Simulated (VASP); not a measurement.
# NaF (I4mm) in VASP: further runs

NaF is run at these levels: PBE; tasks: single point, relaxation of cell and atoms.

All numbers are computed with VASP 6.6.1; they aren't measurements. Logs are shortened: lines on timing, memory, paths and dates and some standing lists are left out, and cuts for length are marked.

## (1) The cell of the first run

Symmetry: I4mm, No. 107, tetragonal system. The conventional cell has a = 3.053 Å, b = 3.053 Å, c = 5.260 Å, α = 90.00°, β = 90.00°, γ = 90.00°. Within 2.9 Å of Na (site symmetry 4mm) lie 5 F at 2.19 to 2.20 Å. Within 2.9 Å of F (site symmetry 4mm) lie 5 Na at 2.19 to 2.20 Å.

The cell was generated, and may not be a known phase.

## (2) Single point, PBE

INCAR reads:

```
SYSTEM = NaF
PREC = Accurate ; ENCUT = 520
EDIFF = 1E-7 ; ISMEAR = 0
SIGMA = 0.1 ; LREAL = .False.
LASPH = .True. ; NELM = 60
ALGO = Normal ; ISIF = 2
LWAVE = .False. ; LCHARG = .True.
GGA = PE ; LELF = .True.
LVHAR = .True. ; NBANDS = 14
```

KPOINTS reads:

```
regular mesh
0
Gamma
  8 8 8
  0 0 0
```

POSCAR reads:

```
NaF
1.0
   -1.5265918200      1.5265918200      2.6299149700
    1.5265918200     -1.5265918200      2.6299149700
    1.5265918200      1.5265918200     -2.6299149700
Na F
1 1
Direct
    0.2919075800      0.2919075800      0.0000000000
    0.7080924200      0.7080924200      0.0000000000
```

Potentials or basis: VASP PAW PBE potentials, release 64 (Na_pv, F).

Command:

```bash
> cat potpaw_PBE.64/Na_pv/POTCAR potpaw_PBE.64/F/POTCAR > POTCAR
> mpirun -np 1 vasp_std > vasp.out
```

OUTCAR:

```text
SYSTEM = NaF
   PREC = Accurate
   ENCUT = 520
   EDIFF = 1E-7
   ISMEAR = 0
   LREAL = .False.
   LASPH = .True.
   NELM = 60
   ISIF = 2
   GGA = PE

 ion  position               nearest neighbor table
   1  0.292  0.292  0.000-   2 2.19   2 2.20   2 2.20   2 2.20   2 2.20
   2  0.708  0.708  0.000-   1 2.19   1 2.20   1 2.20   1 2.20   1 2.20

  LATTYP: Found a body centered tetragonal cell.
 ALAT       =     3.0531836400
 C/A-ratio  =     1.7227361863

  Lattice vectors:

 A1 = (  -1.5265918200,   1.5265918200,   2.6299149700)
 A2 = (   1.5265918200,  -1.5265918200,   2.6299149700)
 A3 = (   1.5265918200,   1.5265918200,  -2.6299149700)

Analysis of symmetry for initial positions (statically):
=====================================================================
 Subroutine PRICEL returns:
 Original cell was already a primitive cell.

 Routine SETGRP: Setting up the symmetry group for a
 body centered tetragonal supercell.

 Subroutine GETGRP returns: Found  8 space group operations
 (whereof  8 operations were pure point group operations)
 out of a pool of 16 trial point group operations.

The static configuration has the point symmetry C_4v.

Analysis of symmetry for dynamics (positions and initial velocities):
=====================================================================
 Subroutine PRICEL returns:
 Original cell was already a primitive cell.

 Routine SETGRP: Setting up the symmetry group for a
 body centered tetragonal supercell.

 Subroutine GETGRP returns: Found  8 space group operations
 (whereof  8 operations were pure point group operations)
 out of a pool of 16 trial point group operations.

The dynamic configuration has the point symmetry C_4v.

 Subroutine INISYM returns: Found  8 space group operations
 (whereof  8 operations are pure point group operations),
 and found     1 'primitive' translations

----------------------------------------------------------------------------------------

                                     Primitive cell

  volume of cell :      24.5159

  direct lattice vectors                    reciprocal lattice vectors
    -1.526591820  1.526591820  2.629914970     0.000000000  0.327526974  0.190120215
     1.526591820 -1.526591820  2.629914970     0.327526974  0.000000000  0.190120215
     1.526591820  1.526591820 -2.629914970     0.327526974  0.327526974  0.000000000

  length of vectors
     3.402560495  3.402560495  3.402560495     0.378707823  0.378707823  0.463193089

[... 86 lines left out ...]
   ISIF   =      2    stress and relaxation
   ISYM   =      2    0-nonsym 1-usesym 2-fastsym
   POTIM  = 0.5000    time-step for ionic-motion
   TEBEG  =    0.0;   TEEND  =   0.0 temperature during run
   PSTRESS=    0.0 pullay stress
   NELECT =      14.0000    total number of electrons
   NUPDOWN=      -1.0000    fix difference up-down
   EMIN   =  10.00;   EMAX   =-10.00  energy-range for DOS
   EFERMI =   0.00;   METHOD = LEGACY
   ISMEAR =     0;   SIGMA  =   0.10  broadening in eV -4-tet -1-fermi 0-gaus
   EFERMI_NEDOS =   21; number of points for ismear=-14 and -15
   IALGO  =     38    algorithm
   IMIX   =      4    mixing-type and parameters
     AMIX     =   0.40;   BMIX     =  1.00
     AMIX_MAG =   1.60;   BMIX_MAG =  1.00
  volume/ion in A,a.u.               =      12.26        82.72
  Fermi-wavevector in a.u.,A,eV,Ry     =   1.358214  2.566653 25.099297  1.844746
  Thomas-Fermi vector in A             =   2.485067
   LORBIT       =      0    0 simple, 1 ext, 2 COOP (PROOUT), +10 PAW based schemes
   GGA     = PE    functional components
   LHFCALC =     F    Hartree Fock is set to
   AEXX    =    0.0000 exact exchange contribution
   IVDW    =     0    specifies the selected vdW correction
   LEPSILON=     F    determine dielectric tensor
   LRPA    =     F    only Hartree local field effects (RPA)
 non-spin polarized calculation
 Gauss-broadening in eV      SIGMA  =   0.10
  energy-cutoff  :      520.00
  volume of cell :       24.52
 maximum number of plane-waves:       675
 NGX is ok and might be reduce to    28
   NGX = 13   NGY = 13   NGZ = 13

 number of electron      13.9999999 magnetization

 Free energy of the ion-electron system (eV)
  ---------------------------------------------------
  ext. energy  EPLUGINS =         0.00000000
  ---------------------------------------------------
  free energy    TOTEN  =        -8.41222444 eV

  energy without entropy =       -8.41222444  energy(sigma->0) =       -8.41222444

 E-fermi :  -1.5853     XC(G=0):  -9.1568

 val. band max:       -2.0288593106   @ k =   0.0000   0.0000   0.0000
 cond. band min:       4.3183036360   @ k =   0.0000   0.0000   0.0000
 fundamental gap:      6.3471629466
 Fermi energy:        -1.5853347015

 k-point     1 :       0.0000    0.0000    0.0000
  band No.  band energies     occupation
      1     -21.2805      2.00000
      2     -20.8197      2.00000
      3     -20.7736      2.00000
      4     -20.7736      2.00000
      5      -2.2083      2.00000
      6      -2.0289      2.00000
      7      -2.0289      2.00000
      8       4.3183      0.00000
      9      16.6644      0.00000
     10      18.3093      0.00000
     11      18.3093      0.00000
     12      20.0770      0.00000
     13      20.5535      0.00000
     14      21.8745      0.00000
[... 377 lines left out ...]
      1     -21.6785      2.00000
      2     -20.8552      2.00000
      3     -20.8413      2.00000
      4     -20.2094      2.00000
      5      -3.3685      2.00000
      6      -2.6208      2.00000
      7      -2.4075      2.00000
      8       9.8116      0.00000
      9      11.0004      0.00000
     10      15.3335      0.00000
     11      17.9983      0.00000
     12      19.2883      0.00000
     13      20.1081      0.00000
     14      25.3300      0.00000

 [... further k-points ...]
[... 5 lines left out ...]
  --------------------------------------------------------------------------------------
  -------------------------------------------------------------------------------------
  Total        1.4133619      1.4133619      0.6063929      0.0000000      0.0000000      0.0000000
  in kB       92.3669078     92.3669078     39.6293635      0.0000000      0.0000000      0.0000000
  external PRESSURE =      74.7877264 kB  Pullay stress =       0.0000000 kB

 VOLUME and BASIS-vectors are now :
 -----------------------------------------------------------------------------
  energy-cutoff  :      520.00
  volume of cell :       24.52
      direct lattice vectors                 reciprocal lattice vectors
    -1.526591820  1.526591820  2.629914970     0.000000000  0.327526974  0.190120215
     1.526591820 -1.526591820  2.629914970     0.327526974  0.000000000  0.190120215
     1.526591820  1.526591820 -2.629914970     0.327526974  0.327526974  0.000000000

 POSITION                                       TOTAL-FORCE (eV/Angst)
 -----------------------------------------------------------------------------------
      0.00000      0.00000      1.53538        -0.000000     -0.000000     -0.142281
      0.00000      0.00000      3.72445         0.000000      0.000000      0.142281
 -----------------------------------------------------------------------------------
    total drift:                                0.000002      0.000002      0.000375

  FREE ENERGIE OF THE ION-ELECTRON SYSTEM (eV)
  ---------------------------------------------------
  free  energy   TOTEN  =        -8.4122244444 eV

  energy  without entropy=       -8.4122244444  energy(sigma->0) =       -8.41222444
```

Wall time 19 s (1 thread of Intel Xeon Platinum 8488C (Sapphire Rapids), shared host); peak memory 0.15 GiB.

What came out:

```
Free energy            : -8.4122 eV
Pressure               : 7.5 GPa
Largest force          : 0.142 eV/Å
Band gap on the k mesh : 6.35 eV
```

Forces on the atoms (eV/Å):
```
Na   0.000  0.000 -0.142
F    0.000  0.000  0.142
```

Levels at points of the mesh, in eV from the valence-band top:
```tsv
k point	band 4	band 5	band 6	band 7	band 8	band 9	band 10	band 11
(0.00, 0.00, 0.00)	-18.74	-0.18	0.00	0.00	6.35	18.69	20.34	20.34
(0.50, 0.00, 0.00)	-17.95	-1.63	-0.39	-0.14	10.84	12.58	18.84	21.76
(0.50, 0.50, 0.00)	-18.57	-1.20	-0.74	-0.40	13.41	13.47	14.24	19.93
(0.50, 0.50, 0.50)	-18.41	-1.44	-0.18	-0.18	11.33	13.49	14.78	21.73
```

Caveat: the stress differs along the axes, from 4 to 9 GPa.

## (3) Relaxation of cell and atoms, PBE

INCAR reads:

```
  ALGO = Normal
  EDIFF = 1E-7
  EDIFFG = -0.04
  ENCUT = 600
  GGA = PE
  IBRION = 2
  ISIF = 3
  ISMEAR = 0
  LASPH = True
  LCHARG = False
  LREAL = False
  LWAVE = False
  NELM = 100
  NSW = 90
  PREC = Accurate
  SIGMA = 0.1
```

KPOINTS reads:

```
k-points
0
Gamma
  8 8 8
```

POSCAR is that of step 2.

Potentials or basis: VASP PAW PBE potentials, release 64 (Na_pv, F).

Command:

```bash
> cat potpaw_PBE.64/Na_pv/POTCAR potpaw_PBE.64/F/POTCAR > POTCAR
> mpirun -np 1 vasp_std > vasp.out
```

OUTCAR:

```text
EDIFF = 1E-7
   EDIFFG = -0.04
   ENCUT = 600
   GGA = PE
   IBRION = 2
   ISIF = 3
   ISMEAR = 0
   LASPH = True
   LREAL = False
   NELM = 100
   NSW = 90
   PREC = Accurate

 ion  position               nearest neighbor table
   1  0.292  0.292  0.000-   2 2.19   2 2.20   2 2.20   2 2.20   2 2.20
   2  0.708  0.708  0.000-   1 2.19   1 2.20   1 2.20   1 2.20   1 2.20

  LATTYP: Found a body centered tetragonal cell.
 ALAT       =     3.0531836400
 C/A-ratio  =     1.7227361863

  Lattice vectors:

 A1 = (  -1.5265918200,   1.5265918200,   2.6299149700)
 A2 = (   1.5265918200,  -1.5265918200,   2.6299149700)
 A3 = (   1.5265918200,   1.5265918200,  -2.6299149700)

Analysis of symmetry for initial positions (statically):
=====================================================================
 Subroutine PRICEL returns:
 Original cell was already a primitive cell.

 Routine SETGRP: Setting up the symmetry group for a
 body centered tetragonal supercell.

 Subroutine GETGRP returns: Found  8 space group operations
 (whereof  8 operations were pure point group operations)
 out of a pool of 16 trial point group operations.

The static configuration has the point symmetry C_4v.

Analysis of symmetry for dynamics (positions and initial velocities):
=====================================================================
 Subroutine PRICEL returns:
 Original cell was already a primitive cell.

 Routine SETGRP: Setting up the symmetry group for a
 body centered tetragonal supercell.

 Subroutine GETGRP returns: Found  8 space group operations
 (whereof  8 operations were pure point group operations)
 out of a pool of 16 trial point group operations.

The dynamic configuration has the point symmetry C_4v.

 Subroutine INISYM returns: Found  8 space group operations
 (whereof  8 operations are pure point group operations),
 and found     1 'primitive' translations

----------------------------------------------------------------------------------------

[... 141 lines left out ...]
  energy without entropy =       -8.41426622  energy(sigma->0) =       -8.41426622

------------------------ aborting loop because EDIFF is reached ----------------------------------------

  FORCE on cell =-STRESS in cart. coord.  units (eV):
  Direction    XX          YY          ZZ          XY          YZ          ZX
  --------------------------------------------------------------------------------------
  -------------------------------------------------------------------------------------
  Total        1.3944522      1.3944522      0.5901058      0.0000000      0.0000000      0.0000000
  in kB       91.1311112     91.1311112     38.5649625      0.0000000      0.0000000      0.0000000
  external PRESSURE =      73.6090616 kB  Pullay stress =       0.0000000 kB
[... 89 lines left out ...]
  FREE ENERGIE OF THE ION-ELECTRON SYSTEM (eV)
  ---------------------------------------------------
  free  energy   TOTEN  =        -8.4918281343 eV

  energy  without entropy=       -8.4918281343  energy(sigma->0) =       -8.49182813

[... ionic steps 4 to 14 ...]

--------------------------------------- Ionic step       15  -------------------------------------------

 number of electron      14.0000001 magnetization

------------------------ aborting loop because EDIFF is reached ----------------------------------------
[... 67 lines left out ...]
--------------------------------------- Ionic step       17  -------------------------------------------

 number of electron      14.0000001 magnetization

 Free energy of the ion-electron system (eV)
  ---------------------------------------------------
  ext. energy  EPLUGINS =         0.00000000
  ---------------------------------------------------
  free energy    TOTEN  =        -8.56894334 eV

  energy without entropy =       -8.56894334  energy(sigma->0) =       -8.56894334

 E-fermi :  -1.7542     XC(G=0):  -8.9500

 val. band max:       -2.2669929552   @ k =   0.0000   0.0000   0.0000
 cond. band min:       3.8059675439   @ k =   0.0000   0.0000   0.0000
 fundamental gap:      6.0729604991
 Fermi energy:        -1.7541888748

 k-point     1 :       0.0000    0.0000    0.0000
  band No.  band energies     occupation
      1     -21.3715      2.00000
      2     -21.3451      2.00000
      3     -21.3451      2.00000
      4     -21.3422      2.00000
      5      -2.2685      2.00000
      6      -2.2670      2.00000
      7      -2.2670      2.00000
      8       3.8060      0.00000
      9      16.3906      0.00000
     10      16.3906      0.00000
     11      16.4200      0.00000
[... 309 lines left out ...]
 k-point    24 :       0.3750    0.1250    0.1250
  band No.  band energies     occupation
      1     -21.9017      2.00000
      2     -21.3919      2.00000
      3     -21.3712      2.00000
      4     -20.6664      2.00000
      5      -3.5014      2.00000
      6      -2.8091      2.00000
      7      -2.5813      2.00000
      8       9.2357      0.00000
      9      10.1022      0.00000
     10      14.3892      0.00000
     11      16.2125      0.00000

 [... further k-points ...]
[... 5 lines left out ...]
  --------------------------------------------------------------------------------------
  -------------------------------------------------------------------------------------
  Total       -0.0535252     -0.0535252      0.0030650      0.0000000      0.0000000      0.0000000
  in kB       -3.3012116     -3.3012116      0.1890348      0.0000000      0.0000000      0.0000000
  external PRESSURE =      -2.1377961 kB  Pullay stress =       0.0000000 kB
[... 17 lines left out ...]
  FREE ENERGIE OF THE ION-ELECTRON SYSTEM (eV)
  ---------------------------------------------------
  free  energy   TOTEN  =        -8.5689433375 eV

  energy  without entropy=       -8.5689433375  energy(sigma->0) =       -8.56894334

 reached required accuracy - stopping structural energy minimisation
```

CONTCAR:

```text
NaF
   1.00000000000000
    -1.6645954217728498    1.6645954217728498    2.3437855643834404
     1.6645954217728498   -1.6645954217728498    2.3437855643834404
     1.6645954217728498    1.6645954217728498   -2.3437855643834404
  Na              F
     1     1
Direct
     0.2507617859151340    0.2507617859151340    0.0000000000000000
     0.7492382140848658    0.7492382140848658    0.0000000000000000

  0.00000000E+00  0.00000000E+00  0.00000000E+00
  0.00000000E+00  0.00000000E+00  0.00000000E+00
```

Run time: 2.2 min. Hardware: 1 thread of Intel Xeon Platinum 8488C (Sapphire Rapids), shared host; peak memory 0.16 GiB.

What came out:

| Property | Result |
| --- | --- |
| Free energy | -8.5689 eV |
| Relaxed volume | 12.99 Å³/atom |
| Relaxed cell | a = 3.322 Å, b = 3.322 Å, c = 3.322 Å, α = 119.85°, β = 119.85°, γ = 90.25° |
| Space group after relaxing (to 0.1 Å) | Fm-3m (No. 225) |
| Energy gained by relaxing | 77.3 meV/atom |
| Ionic steps | 17 |
| Pressure after relaxing | -0.2 GPa |
| Largest force after relaxing | 0.015 eV/Å |
| Band gap on the k mesh | 6.07 eV |

Forces on the atoms (eV/Å):
```
Na   0.000  0.000 -0.015
F    0.000  0.000  0.015
```

Stress tensor (GPa, compression positive):
```
-0.33  0.00  0.00
 0.00 -0.33  0.00
 0.00  0.00  0.02
```

Step by step:
| step | energy change (eV) | largest force (eV/Å) | pressure (GPa) | volume (Å³) |
| --- | --- | --- | --- | --- |
| 1 | 0.0000 | 0.1421 | 7.36 | 24.52 |
| 2 | -0.0678 | 0.1424 | 2.18 | 26.57 |
| 3 | -0.0776 | 0.1237 | -0.92 | 28.38 |
| 4 | -0.0786 | 0.1289 | -0.28 | 27.97 |
| 5 | -0.0786 | 0.1297 | -0.18 | 27.89 |
| 6 | -0.0809 | 0.1201 | -0.22 | 27.85 |
| 7 | -0.0875 | 0.0972 | -0.31 | 27.70 |
| 8 | -0.1011 | 0.0722 | -0.51 | 27.40 |
| 9 | -0.1319 | 0.0548 | -0.78 | 26.77 |
| 10 | -0.0597 | 0.9040 | 3.01 | 25.39 |
| 11 | -0.1379 | 0.0628 | -0.72 | 26.61 |
| 12 | -0.1510 | 0.1032 | -0.15 | 26.02 |
| 13 | -0.1512 | 0.0158 | -0.48 | 26.21 |
| 14 | -0.1519 | 0.0441 | -0.38 | 26.14 |
| 15 | -0.1372 | 0.1983 | 2.04 | 25.00 |
| 16 | -0.1535 | 0.0665 | 0.07 | 25.86 |
| 17 | -0.1547 | 0.0150 | -0.21 | 25.98 |

Final structure:
```
Na F
1.0
    -1.66460    1.66460    2.34379
     1.66460   -1.66460    2.34379
     1.66460    1.66460   -2.34379
Na F
1 1
Cartesian
  0.0000 0.0000 1.1755
  0.0000 0.0000 3.5121
```

Levels at points of the mesh, in eV from the valence-band top:
```csv
k point,band 5,band 6,band 7,band 8,band 9,band 10
"(0.00, 0.00, 0.00)",0.00,0.00,0.00,6.07,18.66,18.66
"(0.50, 0.00, 0.00)",-1.50,-0.23,-0.23,10.52,12.10,19.60
"(0.50, 0.50, 0.00)",-1.21,-0.39,-0.38,12.78,13.17,13.17
"(0.50, 0.50, 0.50)",-1.20,-0.39,-0.39,12.84,13.13,13.19
```
